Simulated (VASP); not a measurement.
A run of VASP 6.6.1 is set up as follows.

The input INCAR:

```
SYSTEM = BaS
ALGO = Normal
EDIFF = 1E-8
ENCUT = 600
GGA = PE
IBRION = 6
ISIF = 3
ISMEAR = 0
LASPH = .True.
LCHARG = .True.
LREAL = .False.
LWAVE = .False.
NELM = 100
NFREE = 2
NSW = 1
POTIM = 0.015
PREC = Accurate
SIGMA = 0.01
```

The input KPOINTS:

```
k-points
0
Gamma
  8 8 8
  0 0 0
```

Contents of POSCAR:

```
BaS
1.0
    0.0000000000      3.5181767076      3.5181767076
    3.5181767076      0.0000000000      3.5181767076
    3.5181767076      3.5181767076      0.0000000000
Ba S
1 1
Direct
    0.0000000000      0.0000000000      0.0000000000
    0.2500000000      0.2500000000      0.2500000000
```

Potentials or basis: VASP PAW PBE potentials, release 64 (Ba_sv, S).

Run with:

```bash
$ cat potpaw_PBE.64/Ba_sv/POTCAR potpaw_PBE.64/S/POTCAR > POTCAR
$ mpirun -np 1 vasp_std > vasp.out
```

Predict the elastic constants C11, C12, C44.

31, 28, 7 GPa.

What does it give for the Voigt bulk modulus?

29 GPa.

Estimate the highest phonon frequency at Γ, LO-TO splitting left out.

190 cm⁻¹.

Elastic tensor in Voigt notation (GPa, in the Cartesian axes of the cell as first typed):
```
31 28 28  0  0  0
28 31 28  0  0  0
28 28 31  0  0  0
 0  0  0  7  0  0
 0  0  0  0  7  0
 0  0  0  0  0  7
```
